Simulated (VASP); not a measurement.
# H3C3NO2 in VASP: notebook, part 2 of 2

VASP 6.6.1.

### Step 3. Single point, PBE+D3(BJ)

INCAR reads:

```
SYSTEM = H3C3NO2
ALGO = Normal ; EDIFF = 1E-6
ENCUT = 1000 ; GGA = PE
GGA_COMPAT = .FALSE. ; ISIF = 2
ISMEAR = -1 ; IVDW = 12
LASPH = .TRUE. ; LCHARG = .FALSE.
LREAL = Auto ; LWAVE = .FALSE.
NBANDS = 67 ; NELM = 120
PREC = Accurate ; SIGMA = 0.02
```

KPOINTS reads:

```
k-points
0
G
  1 1 1
  0 0 0
```

POSCAR reads:

```
H3C3NO2
1.0
    7.4476350000      0.0000000000      0.0000000000
    0.0000000000      7.4476350000      0.0000000000
    0.0000000000      0.0000000000      7.4476350000
C N H O
9 3 9 6
Direct
    0.7702445139      0.7581869949      0.6609883540
    0.7782470543      0.9533093391      0.6948917341
    0.4718142068      0.0868060801      0.3056540768
    0.5771630860      0.0037595827      0.1731959206
   -0.0632549796      0.2552756680      0.3347102805
    0.0952114329      0.3796910026      0.3573751936
    0.2396868268      0.7738563987      0.5804258667
    0.3418669148      0.2281395369      0.8070347164
    0.6587460315      0.4928678701      0.1047043793
    0.7741249403      1.1077073460      0.7258545834
    0.6739186332     -0.0912638710      0.0843757784
    0.2031920200      0.4740431023      0.4098347999
    0.8122444239      0.7455386844      0.5200040013
    0.8799034861      0.6728713209      0.7250758127
    0.6440836588      0.6954288173      0.6965432651
    0.3521520590      0.0064584261      0.2977455259
    0.5496644237      0.0803476540      0.4320297652
    0.4532982618      0.2217885275      0.2718849675
   -0.0128631438      0.1336263122      0.2754297170
   -0.1345662079      0.2046689990      0.4587496568
   -0.1463014769      0.3069027953      0.2249170374
    0.3433976021      0.7335080197      0.6840560795
    0.1345930621      0.8285851817      0.4761914353
    0.3948770314      0.1125323677      0.7203494801
    0.2957314637      0.3520714965      0.8953714837
    0.7208865633      0.4422746281     -0.0364142443
    0.5956790310      0.5270532189      0.2466823361
```

Potentials or basis: VASP PAW PBE potentials, release 64 (C_h, N_h, H_h, O_h).

Run with:

```console
cat potpaw_PBE.64/C_h/POTCAR potpaw_PBE.64/N_h/POTCAR potpaw_PBE.64/H_h/POTCAR potpaw_PBE.64/O_h/POTCAR > POTCAR
mpirun -np 1 vasp_gam > vasp.out
```

OUTCAR:

```text
SYSTEM = H3C3NO2
   EDIFF = 1E-6
   ENCUT = 1000
   GGA = PE
   ISIF = 2
   ISMEAR = -1
   IVDW = 12
   LASPH = .TRUE.
   LREAL = Auto
   NELM = 120
   PREC = Accurate
 IVDW          = 12

 ion  position               nearest neighbor table
   1  0.770  0.758  0.661-  15 1.08  13 1.10  14 1.14   2 1.48
   2  0.778  0.953  0.695-  10 1.17   1 1.48
   3  0.472  0.087  0.306-  18 1.05  16 1.08  17 1.11   4 1.40
   4  0.577  0.004  0.173-  11 1.21   3 1.40
   5  0.937  0.255  0.335-  19 1.08  21 1.09  20 1.13   6 1.51
[... 312 lines left out ...]
  -------------------------------------------------------------------------------------
  Total       3.05994     0.06281    -1.40783     0.31176    -1.24066     4.43381
  in kB      11.86774     0.24360    -5.46015     1.20915    -4.81180    17.19620
  external pressure =        2.22 kB  Pullay stress =        0.00 kB

 VOLUME and BASIS-vectors are now :
 -----------------------------------------------------------------------------
  energy-cutoff  :     1000.00
  volume of cell :      413.10
      direct lattice vectors                 reciprocal lattice vectors
     7.447635000  0.000000000  0.000000000     0.134270812  0.000000000  0.000000000
     0.000000000  7.447635000  0.000000000     0.000000000  0.134270812  0.000000000
     0.000000000  0.000000000  7.447635000     0.000000000  0.000000000  0.134270812

 POSITION                                       TOTAL-FORCE (eV/Angst)
 -----------------------------------------------------------------------------------
      5.73650      5.64670      4.92280         2.013765      0.124525     -0.156721
      5.79610      7.09990      5.17530        -0.172540     -0.116386      0.891610
      3.51390      0.64650      2.27640         0.745324     -0.759953      0.539452
      4.29850      0.02800      1.28990         4.292036     -3.835488     -3.302828
      6.97654      1.90120      2.49280         1.119189      0.371361     -0.332903
      0.70910      2.82780      2.66160        -3.996657     -2.877863      0.203331
[... 19 lines left out ...]
      5.36890      3.29390      7.17643        -1.203029      1.286820      2.800014
      4.43640      3.92530      1.83720         0.632070     -0.072295     -1.413116
 -----------------------------------------------------------------------------------
    total drift:                                0.001384     -0.000594     -0.001224

  FREE ENERGIE OF THE ION-ELECTRON SYSTEM (eV)
  ---------------------------------------------------
  free  energy   TOTEN  =      -180.3685953475 eV

  energy  without entropy=     -180.3685953475  energy(sigma->0) =     -180.36859535
```

OSZICAR:

```text
N       E                     dE             d eps       ncg     rms          rms(c)
DAV:   1     0.119754383440E+04    0.11975E+04   -0.68855E+04   134   0.216E+03
DAV:   2     0.430123645654E+02   -0.11545E+04   -0.10728E+04   193   0.362E+02
DAV:   3    -0.185354847233E+03   -0.22837E+03   -0.22600E+03   180   0.171E+02
DAV:   4    -0.194882711411E+03   -0.95279E+01   -0.94337E+01   172   0.375E+01
DAV:   5    -0.195195408240E+03   -0.31270E+00   -0.31134E+00   188   0.656E+00    0.229E+01
DAV:   6    -0.181362313341E+03    0.13833E+02   -0.31527E+01   164   0.204E+01    0.104E+01
DAV:   7    -0.179460784742E+03    0.19015E+01   -0.40643E+00   188   0.900E+00    0.528E+00
DAV:   8    -0.179038837502E+03    0.42195E+00   -0.17459E+00   172   0.551E+00    0.186E+00
DAV:   9    -0.179013950573E+03    0.24887E-01   -0.16708E-01   156   0.189E+00    0.823E-01
DAV:  10    -0.179010673287E+03    0.32773E-02   -0.34758E-02   164   0.864E-01    0.282E-01
DAV:  11    -0.179010924738E+03   -0.25145E-03   -0.51047E-03   164   0.393E-01    0.133E-01
DAV:  12    -0.179011101489E+03   -0.17675E-03   -0.18090E-03   140   0.226E-01    0.711E-02
DAV:  13    -0.179011001462E+03    0.10003E-03   -0.50248E-04   172   0.134E-01    0.285E-02
DAV:  14    -0.179010924222E+03    0.77240E-04   -0.16932E-04   148   0.723E-02    0.169E-02
DAV:  15    -0.179010883758E+03    0.40464E-04   -0.37915E-05   172   0.355E-02    0.888E-03
DAV:  16    -0.179010871674E+03    0.12084E-04   -0.12890E-05   164   0.208E-02    0.426E-03
DAV:  17    -0.179010870835E+03    0.83820E-06   -0.32358E-06   140   0.100E-02
   1 F= -.18036860E+03 E0= -.18036860E+03  d E =-.233161E-12
```

stdout:

```text
POSCAR found type information on POSCAR C N H O
 POSCAR found :  4 types and      27 ions
 scaLAPACK will be used
 LDA part: xc-table for (Slater+PW92), standard interpolation
 POSCAR, INCAR and KPOINTS ok, starting setup
 FFT: planning ... GRIDC
 FFT: planning ... GRID_SOFT
 FFT: planning ... GRID
 WAVECAR not read
 entering main loop
```

Wall time 99 s (1 thread of Intel Xeon 6975P-C (Granite Rapids), shared host); peak memory 0.95 GiB.

What came out:

- Free energy: -180.3686 eV
- Pressure: 0.2 GPa
- Largest force: 6.636 eV/Å
- Dispersion energy per atom: -0.050 eV

Forces on the atoms (eV/Å):
```
C    2.014  0.125 -0.157
C   -0.173 -0.116  0.892
C    0.745 -0.760  0.539
C    4.292 -3.835 -3.303
C    1.119  0.371 -0.333
C   -3.997 -2.878  0.203
C   -2.417  1.378 -2.625
C   -0.658  2.807  1.716
C    0.358 -0.827 -1.454
N    0.322 -1.166 -0.596
N   -2.662  2.641  2.187
N    2.365  1.573  0.535
H   -0.712 -0.266 -0.247
H   -0.767  1.151  0.124
H   -0.406  0.169 -0.210
H   -1.037  0.049  0.791
H   -0.608 -0.101  0.029
H   -0.732  1.859 -0.175
H    0.496 -0.792 -0.343
H    0.522  1.179 -0.493
H   -0.219  0.032  0.462
O    2.383 -1.290  2.623
O   -0.039  0.136  0.095
O    0.257 -1.668 -1.189
O    0.122 -0.983 -0.459
O   -1.203  1.287  2.800
O    0.632 -0.072 -1.413
```

Caveat: the k points lie up to 0.84 Å⁻¹ apart, too coarse for converged energies, forces and pressures; the atoms stand as in a frame of molecular dynamics.
